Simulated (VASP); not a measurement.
Set up this calculation in VASP 6.6.1, as the native input.

```yaml
Task: single point
Functional: r2SCAN
Potentials_or_basis: VASP PAW PBE potentials, release 64 (Ca_sv, S)
Cutoff: 550 eV
k_mesh: 6 × 6 × 6
Occupations: gaussian, width 0.01 eV
Spin: no spin polarisation
Dipole_correction: no
Further_INCAR_settings: ALGO = Normal; EDIFF = 1e-06; NBANDS = 15
```

Crystal: CaS.

```
Ca S
1.0
     0.00000    2.84793    2.84793
     2.84793    0.00000    2.84793
     2.84793    2.84793    0.00000
Ca S
1 1
Direct
  0.00000 0.00000 0.00000
  0.50000 0.50000 0.50000
```

One way to write it, as run:

POSCAR

```
CaS
1.0
    0.0000000000      2.8479335931      2.8479335931
    2.8479335931      0.0000000000      2.8479335931
    2.8479335931      2.8479335931      0.0000000000
Ca S
1 1
Direct
    0.0000000000      0.0000000000      0.0000000000
    0.5000000000      0.5000000000      0.5000000000
```

INCAR.step1

```
SYSTEM = CaS
ALGO = Normal
EDIFF = 1E-5
ENCUT = 550
GGA = PE
GGA_COMPAT = .False.
ISMEAR = 0
LASPH = .True.
LCHARG = .False.
LREAL = .False.
LWAVE = .True.
NBANDS = 15
NELM = 120
PREC = Accurate
SIGMA = 0.01
```

INCAR.step2

```
SYSTEM = CaS
ALGO = Normal
EDIFF = 1E-6
ENCUT = 550
GGA_COMPAT = .False.
ISIF = 2
ISMEAR = 0
ISTART = 1
LASPH = .True.
LCHARG = .False.
LMIXTAU = .True.
LREAL = .False.
LWAVE = .False.
METAGGA = R2SCAN
NBANDS = 15
NELM = 120
PREC = Accurate
SIGMA = 0.01
```

KPOINTS

```
k-points
0
Gamma
  6 6 6
  0 0 0
```

Potentials or basis: VASP PAW PBE potentials, release 64 (Ca_sv, S).

The run is started by

```console
$ cat potpaw_PBE.64/Ca_sv/POTCAR potpaw_PBE.64/S/POTCAR > POTCAR
$ cp INCAR.step1 INCAR
$ mpirun -np 1 vasp_std > vasp.out
$ cp INCAR.step2 INCAR
$ mpirun -np 1 vasp_std > vasp.out
```

It gave:

```json
{
 "Pressure": "0.3 GPa",
 "Band gap on the k mesh": "2.80 eV (least direct gap 3.63 eV)"
}
```

Caveat: the PAW data sets were made with another functional, which shifts forces and pressure a little.

Wall time 110 s on 1 thread of Oxide Virtual Turin-like Processor, with other jobs on the host, peak memory 0.16 GiB.
